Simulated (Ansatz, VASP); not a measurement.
# Sb in VASP and in Ansatz

INCAR

```
SYSTEM = Sb
PREC = Accurate
ENCUT = 520
EDIFF = 1E-6
ISMEAR = 0
SIGMA = 0.15
LREAL = .False.
LASPH = .True.
NELM = 60
ALGO = Normal
ISIF = 2
LWAVE = .False.
LCHARG = .True.
GGA = PS
LELF = .True.
LVHAR = .True.
NBANDS = 8
```

KPOINTS

```
regular mesh
0
Gamma
  16 16 16
  0 0 0
```

The input POSCAR:

```
Sb
1.0
    3.3180000000      0.0000000000      0.0000000000
    0.0000000000      3.3180000000      0.0000000000
    0.0000000000      0.0000000000      3.2390000000
Sb
1
Direct
    0.0000000000      0.0000000000      0.0000000000
```

Input for Ansatz:

```yaml
crystal:
  lattice:
    - [3.318, 0.0, 0.0]
    - [0.0, 3.318, 0.0]
    - [0.0, 0.0, 3.239]
  atoms:
    - { symbol: Sb, position: [0.0, 0.0, 0.0] }
basis:
  ecutwfc: 420
kpoints:
  mp_grid: { grid: [16, 16, 16] }
hamiltonian:
  xc: pbesol
scf:
  occupations: { method: gaussian, width: 0.15 }
output:
  forces: true
  stress: true
  eigenvalues: true
```

Change from the starting cell: strain +0.050 along x and y, +0.025 along z, atoms carried along.

Alike in both runs: task single point; functional PBEsol; k mesh 16 × 16 × 16; occupations gaussian, width 0.15 eV; no spin polarisation.

```csv
,VASP,Ansatz
version,VASP 6.6.1,Ansatz 0.2.0
potentials or method,"VASP PAW PBE potentials, release 64 (Sb), cutoff 520 eV","scalar-relativistic, plane waves, PAW"
valence electrons in the cell,5,15
```

```csv
,VASP,Ansatz,Ansatz less VASP
gap on the k mesh at the Fermi level (eV),none,none,-
pressure (GPa),-8.3,-8.3,+0.02
"traceless stress, the component that is largest in VASP (GPa)",0.55,0.55,-0.005
```

VASP's potentials were made for PBE, not for PBEsol. A gap of «none» marks a metal or a gap that the smearing closes. The functional is the same, so the differences come from potentials, cutoffs and numerics. VASP's potentials hold 5 valence electrons a cell and Ansatz's 15, so a difference there can come from the potentials and not from the codes.

Neither program's run includes spin-orbit coupling.
